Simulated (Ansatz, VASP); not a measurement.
In: VASP beside Ansatz

```
CELL_PARAMETERS angstrom
2.60930 0.00000 0.00000
0.00000 2.60930 0.00000
0.00000 0.00000 2.60930
ATOMIC_POSITIONS crystal
In 0.00000 0.00000 0.00000
```

Change from the starting cell: volume scaled by 0.65, PAW files.

Alike in both runs: task single point; functional PBEsol; k mesh 14 × 14 × 14; occupations fermi-dirac, width 0.05 eV; no spin polarisation.

|  | VASP | Ansatz |
| --- | --- | --- |
| version | VASP 6.6.1 | Ansatz 0.2.0 |
| potentials or method | VASP PAW PBE potentials, release 64 (In_d) | PAW with Ansatz's default frozen-core files, scalar-relativistic |
| plane-wave cutoff (eV) | 520 | 420 |
| valence electrons in the cell | 13 | 13 |

|  | VASP | Ansatz | Ansatz less VASP |
| --- | --- | --- | --- |
| pressure (GPa) | 53.1 | 53.0 | -0.11 |

VASP's potentials were made for PBE, not for PBEsol. Both programs put the cell under a high pressure, so it lies far from rest at this level. With one functional, cell and mesh, what is left measures potentials, basis and numerics.
